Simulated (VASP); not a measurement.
# Zn3Bi2: single point with PBE

The system is Zn3Bi2.

```
CELL_PARAMETERS angstrom
4.73955 0.00000 0.00000
0.00000 4.73955 0.00000
0.00000 0.00000 4.73955
ATOMIC_POSITIONS crystal
Zn 0.50000 0.00000 0.00000
Zn 0.00000 0.50000 0.00000
Zn 0.00000 0.00000 0.50000
Bi 0.50000 0.50000 0.50000
Bi 0.00000 0.00000 0.00000
```

```json
{"Program": "VASP 6.6.1", "Task": "single point", "Functional": "PBE", "Potentials or basis": "VASP PAW PBE potentials, release 64 (Zn, Bi_d)", "Cutoff": "520 eV", "k mesh": "4 × 4 × 4", "Occupations": "gaussian, width 0.1 eV", "Spin": "no spin polarisation", "Dipole correction": "no", "Further INCAR settings": "ALGO = Normal; EDIFF = 1e-07; NBANDS = 41"}
```

```
Pressure               : 24.9 GPa
Band gap on the k mesh : zero (band 33 reaches 6.29 eV, above the bottom of band 34 at 5.11 eV)
```

Levels at points of the mesh, in eV from the Fermi level:
```
           k point  band 31  band 32  band 33  band 34  band 35  band 36
(0.00, 0.00, 0.00)    -1.70    -1.70     0.34     0.34     0.34     0.66
(0.50, 0.00, 0.00)    -2.89    -1.26    -0.85    -0.85     1.73     4.11
(0.50, 0.50, 0.00)    -1.09    -0.03    -0.03     0.26     0.29     2.02
(0.50, 0.50, 0.50)    -3.38    -3.38    -3.38     6.31     6.31     6.31
```

Wall time 60 s on 1 thread of Oxide Virtual Turin-like Processor, with other jobs on the host, peak memory 0.18 GiB.

Caveat: spin-orbit coupling is left out, which moves the levels of the heavy elements.
